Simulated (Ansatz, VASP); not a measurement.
# WF2: VASP beside Ansatz

Contents of INCAR:

```
PREC = Accurate
ENCUT = 520
EDIFF = 1E-6
ISMEAR = 0
SIGMA = 0.1
LREAL = F
LASPH = T
NELM = 60
ALGO = Normal
ISIF = 2
LWAVE = F
LCHARG = T
GGA = PS
LELF = T
LVHAR = T
NBANDS = 21
```

Contents of KPOINTS:

```
Automatic mesh
0
Gamma
  14 14 14
```

The input POSCAR:

```
WF2
1.0
    0.0000000000      2.7370350395      2.7370350395
    2.7370350395      0.0000000000      2.7370350395
    2.7370350395      2.7370350395      0.0000000000
W F
1 2
Direct
    0.0000000000      0.0000000000      0.0000000000
    0.2500000000      0.2500000000      0.2500000000
    0.7500000000      0.7500000000      0.7500000000
```

Input for Ansatz:

```yaml
crystal:
  lattice:
    - [0.0, 2.7370350395, 2.7370350395]
    - [2.7370350395, 0.0, 2.7370350395]
    - [2.7370350395, 2.7370350395, 0.0]
  atoms:
    - { symbol: W, position: [0.0, 0.0, 0.0] }
    - { symbol: F, position: [0.25, 0.25, 0.25] }
    - { symbol: F, position: [0.75, 0.75, 0.75] }
basis:
  ecutwfc: 420
kpoints:
  mp_grid: { grid: [14, 14, 14] }
hamiltonian:
  xc: pbesol
scf:
  occupations: { method: gaussian, width: 0.1 }
  lower_state_search: "off"
output:
  forces: true
  stress: true
  eigenvalues: true
```

Alike in both runs: task single point; functional PBEsol; k mesh 14 × 14 × 14; occupations gaussian, width 0.1 eV; no spin polarisation.

```csv
,VASP,Ansatz
version,VASP 6.6.1,Ansatz 0.2.0
potentials or method,"VASP PAW PBE potentials, release 64 (W_sv, F), cutoff 520 eV","scalar-relativistic, plane waves, PAW"
valence electrons in the cell,28,28
```

|  | VASP | Ansatz | Ansatz less VASP |
| --- | --- | --- | --- |
| gap on the k mesh at the Fermi level (eV) | none | none | - |
| pressure (GPa) | -18.5 | -18.6 | -0.14 |

VASP's potentials were made for PBE, not for PBEsol. A gap of «none» marks a metal or a gap that the smearing closes. With one functional, cell and mesh, what is left measures potentials, basis and numerics.

Spin-orbit coupling is off throughout.
